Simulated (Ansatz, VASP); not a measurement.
## Two plane-wave programs on H10SO4

```
O H S
1.0
     5.24148    0.00000    0.00000
     0.00000    5.24148    0.00000
     0.00000    0.00000    5.24148
O H S
4 10 1
Direct
  0.13343 0.17519 0.17137
  0.95138 0.71718 0.48527
  0.75767 0.03147 0.85088
  0.50396 0.82571 0.21331
  0.22948 0.28715 0.05534
  0.25772 0.03532 0.20563
  0.81812 0.77948 0.36591
  0.86403 0.56425 0.55021
  0.83665 0.92184 0.71664
  0.90245 0.08326 0.96525
  0.59152 0.88932 0.05243
  0.43471 0.65931 0.16785
  0.31288 0.65567 0.65480
  0.34243 0.29596 0.58640
  0.46296 0.46326 0.74075
```

Alike in both runs: functional PBE; dispersion D3(BJ); k mesh 1 × 1 × 1; occupations fermi-dirac, width 0.05 eV; no spin polarisation.

Ansatz relaxed the structure, and its values are those at the end. VASP's run is a single point on that final structure, the one shown.

|  | VASP | Ansatz |
| --- | --- | --- |
| version | VASP 6.6.1 | Ansatz 0.2.0 |
| potentials or method | VASP PAW PBE potentials, release 64 (O_h, H_h, S), cutoff 1000 eV | scalar-relativistic, plane waves, PAW |
| valence electrons in the cell | 40 | 40 |

```tsv
	VASP	Ansatz	Ansatz less VASP
gap on the k mesh at the Fermi level (eV)	4.58	4.56	-0.021
rms of the force components (eV/Å)	0.086	0.078	-0.0076
```
